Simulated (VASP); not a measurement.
# Sr8Ti8O23 (a cell with a defect) in VASP: further runs

Sr8Ti8O23 (a cell with a defect) is run at these levels: LDA; tasks: single point.

Program: VASP 6.6.1. These are calculated values, not measurements. Logs are shortened: lines on timing, memory, paths and dates and some standing lists are left out, and cuts for length are marked.

### Step 1. The cell of the first run

The cell holds a defect, 39 atoms: a = 7.708 Å, b = 7.708 Å, c = 7.708 Å, α = 90.00°, β = 90.00°, γ = 90.00°.

### Step 2. Single point, LDA

INCAR

```
PREC     = Accurate       # precision mode
ENCUT    = 520            # plane-wave cutoff, eV
EDIFF    = 1E-6           # SCF threshold, eV
ISMEAR   = 0              # smearing method
SIGMA    = 0.02           # smearing width, eV
LREAL    = Auto         
LASPH    = T              # aspherical terms in the spheres
NELM     = 100            # most SCF steps
ALGO     = Normal         # electronic algorithm
ISIF     = 2              # what is computed and relaxed
LWAVE    = F              # write WAVECAR
LCHARG   = F              # write CHGCAR
GGA      = CA             # functional
NELECT   = 312.0        
NBANDS   = 182            # bands
```

KPOINTS

```
Automatic mesh
0
Gamma
  2 2 2
  0.5 0.5 0.5
```

POSCAR

```
Sr8Ti8O23
1.0
    0.0000000000      0.0000000000      7.7080460010
   -7.7080460010      0.0000000000      0.0000000000
    0.0000000000     -7.7080460010      0.0000000000
Sr Ti O
8 8 23
Direct
   -0.0086229376      0.5086229376      0.4999999999
    0.5086229376      0.5086229376      0.4999999999
   -0.0086148941      0.5086148940      0.0000000000
    0.5086148940      0.5086148940      0.0000000000
   -0.0086229376     -0.0086229376      0.4999999999
    0.5086229376     -0.0086229376      0.4999999999
   -0.0086148941     -0.0086148941      0.0000000000
    0.5086148940     -0.0086148941      0.0000000000
    0.2500000648      0.2500000648      0.2341641448
    0.7500000648      0.2500000648      0.2538199694
    0.2500000648      0.2500000648      0.7658358551
    0.7500000648      0.2500000648      0.7461800305
    0.2500000648      0.7500000648      0.2538199694
    0.7500000648      0.7500000648      0.2494752885
    0.2500000648      0.7500000648      0.7461800305
    0.7500000648      0.7500000648      0.7505247114
    0.4934333552      0.2500000648      0.7306523598
    0.7500000648      0.2500000648      0.4999999999
    0.2500000648      0.2500000648      0.0000000000
    0.7500000648      0.2500000648      0.0000000000
    0.2500000648      0.7500000648      0.4999999999
    0.7500000648      0.7500000648      0.4999999999
    0.2500000648      0.7500000648      0.0000000000
    0.7500000648      0.7500000648      0.0000000000
    0.0065666448      0.2500000648      0.2693476401
    0.4934333552      0.2500000648      0.2693476401
    0.0065666448      0.2500000648      0.7306523598
    0.0004460274      0.7500000648      0.2479284633
    0.4995539725      0.7500000648      0.2479284633
    0.0004460274      0.7500000648      0.7520715366
    0.4995539725      0.7500000648      0.7520715366
    0.2500000648      0.4934333552      0.2693476401
    0.7500000648      0.4995539725      0.2479284633
    0.2500000648      0.4934333552      0.7306523598
    0.7500000648      0.4995539725      0.7520715366
    0.2500000648      0.0065666448      0.2693476401
    0.7500000648      0.0004460274      0.2479284633
    0.2500000648      0.0065666448      0.7306523598
    0.7500000648      0.0004460274      0.7520715366
```

Potentials or basis: VASP PAW LDA potentials, release 64 (Sr_sv, Ti_sv, O).

On the command line:

```sh
$ cat potpaw_LDA.64/Sr_sv/POTCAR potpaw_LDA.64/Ti_sv/POTCAR potpaw_LDA.64/O/POTCAR > POTCAR
$ mpirun -np 1 vasp_std > vasp.out
```

OUTCAR:

```text
PREC = Accurate
   ENCUT = 520
   EDIFF = 1E-6
   ISMEAR = 0
   LREAL = Auto
   LASPH = T
   NELM = 100
   ISIF = 2
   GGA = CA
   NELECT = 312.0

 ion  position               nearest neighbor table
   1  0.991  0.509  0.500-  22 2.63  25 2.67  27 2.67  32 2.67  34 2.67  33 2.69  35 2.69  28 2.69
                            30 2.69  18 2.73  21 2.73  14 3.26  16 3.26  10 3.32  12 3.32  13 3.32
   2  0.509  0.509  0.500-  22 2.63  26 2.67  32 2.67  17 2.67  34 2.67  29 2.69  33 2.69  31 2.69
                            35 2.69  18 2.73  21 2.73  14 3.26  16 3.26  13 3.32  10 3.32  12 3.32
   3  0.991  0.509  0.000-  24 2.63  33 2.67  35 2.67  28 2.67  30 2.67  20 2.73  23 2.73  19 2.82
                            25 2.88  27 2.88  32 2.88  34 2.88  14 3.26  16 3.26   9 3.35  11 3.35
   4  0.509  0.509  0.000-  24 2.63  29 2.67  33 2.67  35 2.67  31 2.67  23 2.73  20 2.73  19 2.82
                            26 2.88  32 2.88  17 2.88  34 2.88  14 3.26  16 3.26   9 3.35  11 3.35
   5  0.991  0.991  0.500-  22 2.63  25 2.67  36 2.67  27 2.67  38 2.67  37 2.69  28 2.69  30 2.69
                            39 2.69  21 2.73  18 2.73  14 3.26  16 3.26  13 3.32  10 3.32  12 3.32
   6  0.509  0.991  0.500-  22 2.63  36 2.67  38 2.67  26 2.67  17 2.67  29 2.69  31 2.69  37 2.69
                            39 2.69  21 2.73  18 2.73  14 3.26  16 3.26  13 3.32  15 3.32  10 3.32
   7  0.991  0.991  0.000-  24 2.63  28 2.67  37 2.67  30 2.67  39 2.67  23 2.73  20 2.73  19 2.82
                            25 2.88  36 2.88  38 2.88  27 2.88  14 3.26  16 3.26   9 3.35  11 3.35
   8  0.509  0.991  0.000-  24 2.63  29 2.67  31 2.67  37 2.67  39 2.67  23 2.73  20 2.73  19 2.82
                            36 2.88  38 2.88  26 2.88  17 2.88  14 3.26  16 3.26   9 3.35  11 3.35
   9  0.250  0.250  0.234-  19 1.80  26 1.90  32 1.90  25 1.90  36 1.90   4 3.35   3 3.35   8 3.35
                             7 3.35   2 3.49   6 3.49   1 3.49   5 3.49
  10  0.750  0.250  0.254-  18 1.90  33 1.92  37 1.92  20 1.96  25 1.98  26 1.98   1 3.32   2 3.32
                             5 3.32   6 3.32   3 3.36   4 3.36   7 3.36   8 3.36
  11  0.250  0.250  0.766-  19 1.80  17 1.90  34 1.90  27 1.90  38 1.90   4 3.35   8 3.35   3 3.35
                             7 3.35   2 3.49   1 3.49   6 3.49   5 3.49
  12  0.750  0.250  0.746-  18 1.90  35 1.92  39 1.92  20 1.96  27 1.98  17 1.98   1 3.32   2 3.32
                             5 3.32   6 3.32   3 3.36   4 3.36   7 3.36   8 3.36
  13  0.250  0.750  0.254-  21 1.90  29 1.92  28 1.92  23 1.96  36 1.98  32 1.98   6 3.32   2 3.32
                             5 3.32   1 3.32   8 3.36   4 3.36   7 3.36   3 3.36
  14  0.750  0.750  0.249-  24 1.92  28 1.93  37 1.93  33 1.93  29 1.93  22 1.93   7 3.26   3 3.26
                             8 3.26   4 3.26   5 3.26   1 3.26   6 3.26   2 3.26
  15  0.250  0.750  0.746-  21 1.90  31 1.92  30 1.92  23 1.96  38 1.98  34 1.98   6 3.32   2 3.32
                             5 3.32   1 3.32   8 3.36   4 3.36   7 3.36   3 3.36
  16  0.750  0.750  0.751-  24 1.92  30 1.93  39 1.93  35 1.93  31 1.93  22 1.93   7 3.26   3 3.26
                             8 3.26   4 3.26   5 3.26   6 3.26   1 3.26   2 3.26
  17  0.493  0.250  0.731-  11 1.90  12 1.98   2 2.67   6 2.67   4 2.88   8 2.88
  18  0.750  0.250  0.500-  10 1.90  12 1.90   1 2.73   2 2.73   5 2.73   6 2.73
  19  0.250  0.250  0.000-   9 1.80  11 1.80   4 2.82   3 2.82   8 2.82   7 2.82
  20  0.750  0.250  0.000-  10 1.96  12 1.96   3 2.73   4 2.73   7 2.73   8 2.73
  21  0.250  0.750  0.500-  13 1.90  15 1.90   6 2.73   2 2.73   5 2.73   1 2.73
  22  0.750  0.750  0.500-  14 1.93  16 1.93   5 2.63   1 2.63   6 2.63   2 2.63
[... 15 lines left out ...]
  38  0.250  0.007  0.731-  11 1.90  15 1.98   6 2.67   5 2.67   8 2.88   7 2.88
  39  0.750  0.000  0.752-  12 1.92  16 1.93   7 2.67   8 2.67   5 2.69   6 2.69

  LATTYP: Found a simple cubic cell.
 ALAT       =     7.7080460010

  Lattice vectors:

 A1 = (   0.0000000000,   0.0000000000,   7.7080460010)
 A2 = (  -7.7080460010,   0.0000000000,   0.0000000000)
 A3 = (   0.0000000000,  -7.7080460010,   0.0000000000)

Analysis of symmetry for initial positions (statically):
=====================================================================
 Subroutine PRICEL returns:
 Original cell was already a primitive cell.

 Routine SETGRP: Setting up the symmetry group for a
 simple cubic supercell.

 Subroutine GETGRP returns: Found 16 space group operations
 (whereof  4 operations were pure point group operations)
 out of a pool of 48 trial point group operations.

The static configuration has the point symmetry C_2v.
 The point group associated with its full space group is D_4h.

Analysis of symmetry for dynamics (positions and initial velocities):
=====================================================================
 Subroutine PRICEL returns:
 Original cell was already a primitive cell.

 Routine SETGRP: Setting up the symmetry group for a
 simple cubic supercell.

 Subroutine GETGRP returns: Found 16 space group operations
 (whereof  4 operations were pure point group operations)
 out of a pool of 48 trial point group operations.

The dynamic configuration has the point symmetry C_2v.
 The point group associated with its full space group is D_4h.

[... 115 lines left out ...]

  Length of vectors
     0.064867283  0.064867283  0.064867283

  Shift w.r.t. Gamma in fractional coordinates (k-lattice)
     0.500000000  0.500000000  0.500000000

 Subroutine IBZKPT returns following result:
 ===========================================

 Found      1 irreducible k-points:

 Following reciprocal coordinates:
            Coordinates               Weight
  0.250000  0.250000  0.250000      8.000000
   k-points           NKPTS =      1   k-points in BZ     NKDIM =      1   number of bands    NBANDS=    182
   number of dos      NEDOS =    301   number of ions     NIONS =     39
   total plane-waves  NPLWV = 216000
   dimension x,y,z NGX =    60 NGY =   60 NGZ =   60
   dimension x,y,z NGXF=   120 NGYF=  120 NGZF=  120
   ions per type =               8   8  23
   NGX,Y,Z   is equivalent  to a cutoff of  12.94, 12.94, 12.94 a.u.
   NGXF,Y,Z  is equivalent  to a cutoff of  25.88, 25.88, 25.88 a.u.
 SYSTEM =  unknown system
   PREC   = accura    normal or accurate (medium, high low for compatibility)
   ISTART =      0    job   : 0-new  1-cont  2-samecut
   ICHARG =      2    charge: 1-file 2-atom 10-const
   ISPIN  =      1    spin polarized calculation?
   LNONCOLLINEAR =      F non collinear calculations
   LSORBIT =      F    spin-orbit coupling
   LASPH  =      T    aspherical Exc in radial PAW
   ENCUT  =  520.0 eV  38.22 Ry    6.18 a.u.  14.33 14.33 14.33*2*pi/ulx,y,z
   NELM   =    100;   NELMIN=  2; NELMDL= -5     # of ELM steps
   EDIFF  = 0.1E-05   stopping-criterion for ELM
   LREAL  =      T    real-space projection
   EDIFFG = 0.1E-04   stopping-criterion for IOM
   NSW    =      0    number of steps for IOM
   IBRION =     -1    ionic relax: 0-MD 1-quasi-New 2-CG
   NFREE  =      0    steps in history (QN), initial steepest desc. (CG)
   ISIF   =      2    stress and relaxation
   ISYM   =      2    0-nonsym 1-usesym 2-fastsym
   POTIM  = 0.5000    time-step for ionic-motion
   TEBEG  =    0.0;   TEEND  =   0.0 temperature during run
   PSTRESS=    0.0 pullay stress
   NELECT =     312.0000    total number of electrons
   NUPDOWN=      -1.0000    fix difference up-down
   EMIN   =  10.00;   EMAX   =-10.00  energy-range for DOS
   EFERMI =   0.00;   METHOD = LEGACY
   ISMEAR =     0;   SIGMA  =   0.02  broadening in eV -4-tet -1-fermi 0-gaus
   EFERMI_NEDOS =   21; number of points for ismear=-14 and -15
   IALGO  =     38    algorithm
   IMIX   =      4    mixing-type and parameters
     AMIX     =   0.40;   BMIX     =  1.00
     AMIX_MAG =   1.60;   BMIX_MAG =  1.00
  volume/ion in A,a.u.               =      11.74        79.24
  Fermi-wavevector in a.u.,A,eV,Ry     =   1.440507  2.722164 28.232914  2.075061
  Thomas-Fermi vector in A             =   2.559243
   LORBIT       =      0    0 simple, 1 ext, 2 COOP (PROOUT), +10 PAW based schemes
   GGA     = CA    functional components
   LHFCALC =     F    Hartree Fock is set to
   AEXX    =    0.0000 exact exchange contribution
   IVDW    =     0    specifies the selected vdW correction
   LEPSILON=     F    determine dielectric tensor
   LRPA    =     F    only Hartree local field effects (RPA)
 non-spin polarized calculation
 Gauss-broadening in eV      SIGMA  =   0.02
  energy-cutoff  :      520.00
  volume of cell :      457.97
 maximum number of plane-waves:     12341
 NGX is ok and might be reduce to    60
   NGX = 29   NGY = 29   NGZ = 29

 number of electron     312.0000156 magnetization

 Free energy of the ion-electron system (eV)
  ---------------------------------------------------
  ext. energy  EPLUGINS =         0.00000000
  ---------------------------------------------------
  free energy    TOTEN  =      -355.01204193 eV

  energy without entropy =     -355.01204193  energy(sigma->0) =     -355.01204193

 E-fermi :   3.9693     XC(G=0): -11.8282

 val. band max:        3.8580437740   @ k =   0.2500   0.2500   0.2500
 cond. band min:       6.4422268936   @ k =   0.2500   0.2500   0.2500
 fundamental gap:      2.5841831196
 Fermi energy:         3.9692807413

 k-point     1 :       0.2500    0.2500    0.2500
  band No.  band energies     occupation
      1     -51.6579      2.00000
      2     -51.6550      2.00000
      3     -51.5357      2.00000
      4     -51.5357      2.00000
      5     -51.5342      2.00000
      6     -51.5342      2.00000
[... 160 lines left out ...]
    167       7.7444      0.00000
    168       7.7621      0.00000
 [bands above 168 left out]

------------------------ aborting loop because EDIFF is reached ----------------------------------------

  FORCE on cell =-STRESS in cart. coord.  units (eV):
  Direction    XX          YY          ZZ          XY          YZ          ZX
  --------------------------------------------------------------------------------------
  -------------------------------------------------------------------------------------
  Total      -15.6966423    -14.7809138    -15.6966423     -0.0000000     -0.0000000      0.0000000
  in kB      -54.9141732    -51.7105281    -54.9141732     -0.0000000     -0.0000000      0.0000000
  external PRESSURE =     -53.8462915 kB  Pullay stress =       0.0000000 kB

 VOLUME and BASIS-vectors are now :
 -----------------------------------------------------------------------------
  energy-cutoff  :      520.00
  volume of cell :      457.97
      direct lattice vectors                 reciprocal lattice vectors
     0.000000000  0.000000000  7.708046001     0.000000000  0.000000000  0.129734566
    -7.708046001  0.000000000  0.000000000    -0.129734566  0.000000000  0.000000000
     0.000000000 -7.708046001  0.000000000     0.000000000 -0.129734566  0.000000000

 POSITION                                       TOTAL-FORCE (eV/Angst)
 -----------------------------------------------------------------------------------
     -3.92049     -3.85402      7.64158         0.010902      0.000000      0.010902
     -3.92049     -3.85402      3.92049         0.010902      0.000000     -0.010902
     -3.92043      0.00000      7.64164         0.024434      0.000000      0.024434
     -3.92043      0.00000      3.92043         0.024434      0.000000     -0.024434
     -7.64158     -3.85402      7.64158        -0.010902      0.000000      0.010902
     -7.64158     -3.85402      3.92049        -0.010902      0.000000     -0.010902
[... 31 lines left out ...]
     -0.05062     -5.63190      1.92701         0.041235      0.011027     -0.000000
     -0.00344     -5.79700      5.78104         0.008451     -0.003483      0.000000
 -----------------------------------------------------------------------------------
    total drift:                                0.017574     -0.000017     -0.017574

  FREE ENERGIE OF THE ION-ELECTRON SYSTEM (eV)
  ---------------------------------------------------
  free  energy   TOTEN  =      -355.0120419298 eV

  energy  without entropy=     -355.0120419298  energy(sigma->0) =     -355.01204193
```

Run time: 6.2 min. Hardware: 1 thread of Oxide Virtual Turin-like, shared host; peak memory 0.36 GiB.

Results:

- Free energy: -355.0120 eV
- Largest force: 0.119 eV/Å

Forces on the atoms (eV/Å):
```
Sr   0.011  0.000  0.011
Sr   0.011  0.000 -0.011
Sr   0.024  0.000  0.024
Sr   0.024  0.000 -0.024
Sr  -0.011  0.000  0.011
Sr  -0.011  0.000 -0.011
Sr  -0.024  0.000  0.024
Sr  -0.024  0.000 -0.024
Ti   0.000 -0.119  0.000
Ti   0.000  0.021  0.000
Ti   0.000  0.119  0.000
Ti   0.000 -0.021  0.000
Ti   0.000  0.021  0.000
Ti   0.000  0.012  0.000
Ti   0.000 -0.021  0.000
Ti   0.000 -0.012  0.000
O    0.000  0.011  0.041
O    0.000  0.000  0.000
O    0.000  0.000  0.000
O    0.000  0.000  0.000
O    0.000  0.000  0.000
O    0.000  0.000  0.000
O    0.000  0.000  0.000
O    0.000  0.000  0.000
O    0.000 -0.011 -0.041
O    0.000 -0.011  0.041
O    0.000  0.011 -0.041
O    0.000  0.003 -0.008
O    0.000  0.003  0.008
O    0.000 -0.003 -0.008
O    0.000 -0.003  0.008
O   -0.041 -0.011  0.000
O   -0.008  0.003  0.000
O   -0.041  0.011  0.000
O   -0.008 -0.003  0.000
O    0.041 -0.011  0.000
O    0.008  0.003  0.000
O    0.041  0.011  0.000
O    0.008 -0.003  0.000
```

Levels at points of the mesh, in eV from the Fermi level:
```
           k point  band 152  band 153  band 154  band 155  band 156  band 157  band 158  band 159  band 160  band 161
(0.25, 0.25, 0.25)     -0.54     -0.28     -0.26     -0.16     -0.11      2.47      2.55      2.58      2.65      2.69
```

Caveat: the cell carries a net charge on a neutralising background, which shifts energy and pressure; the cell is charged against a uniform background, so pressure and absolute levels hang on convention.

(Continued in part 2 of 2.)
